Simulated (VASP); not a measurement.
## Al: single point with r2SCAN

Al:

```
Al
1.0
     0.00000    1.99669    1.99669
     1.99669    0.00000    1.99669
     1.99669    1.99669    0.00000
Al
1
Direct
  0.00000 0.00000 0.00000
```

- Program: VASP 6.6.1
- Task: single point
- Functional: r2SCAN
- Potentials or basis: VASP PAW PBE potentials, release 64 (Al)
- Cutoff: 520 eV
- k mesh: 20 × 20 × 20
- Occupations: fermi-dirac, width 0.1 eV
- Spin: no spin polarisation

The pressure is -0.3 GPa.

Levels at points of the mesh, in eV from the Fermi level:
```
           k point  band 1  band 2  band 3  band 4  band 5
(0.00, 0.00, 0.00)  -12.13   13.49   13.49   13.49   15.69
(0.50, 0.00, 0.00)   -5.18   -4.62   12.22   12.22   12.69
(0.50, 0.50, 0.00)   -3.28   -1.70    5.44    6.15    6.15
```

It took 82 s on 1 thread of Intel(R) Xeon(R) Platinum 8259CL CPU @ 2.50GHz (Skylake/Cascade Lake) (shared host), peak memory 0.16 GiB.

Caveat: the PAW data sets were made with another functional, which shifts forces and pressure a little.
